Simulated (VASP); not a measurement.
Runs of VASP 6.6.1 on Cu. The structure is that of space group Im-3m (No. 229), or close to it. The cells are those of the table. 

```csv
task,spin,cell,k mesh,cutoff (eV),gap on the mesh (eV),pressure (GPa)
single point,off,"a = 2.514 Å, angles 109.5°, 1 atom",18 × 18 × 18,520,none,(a)
single point,off,"a = 2.320 Å, angles 109.5°, 1 atom",18 × 18 × 18,520,none,33.7
single point,off,"a = 2.355 Å, angles 109.5°, 1 atom",18 × 18 × 18,520,none,20.1
single point,off,"a = 2.388 Å, angles 109.5°, 1 atom",18 × 18 × 18,520,none,(b)
single point,off,"a = 2.421 Å, angles 109.5°, 1 atom",18 × 18 × 18,520,none,0.9
relaxation of cell and atoms,off,"relaxed from a = 2.485 Å, angles 109.5°, 1 atom",15 × 15 × 15,600,none,-0.1
single point,"non-collinear, zero start, SOC","a = 2.421 Å, angles 109.5°, 1 atom",16 × 16 × 16,520,-,0.9
single point,off,"a = 2.484 Å, angles 109.5°, 1 atom",18 × 18 × 18,520,none,-10.9
```

Alike in all rows: level LDA; potentials or basis VASP PAW LDA potentials, release 64 (Cu); smearing fermi-dirac 0.1 eV.

Problem. Fill in the values left out.

Solution. (a) -15.0; (b) 9.4.

A gap of «none» marks levels without a gap at the run's occupations.
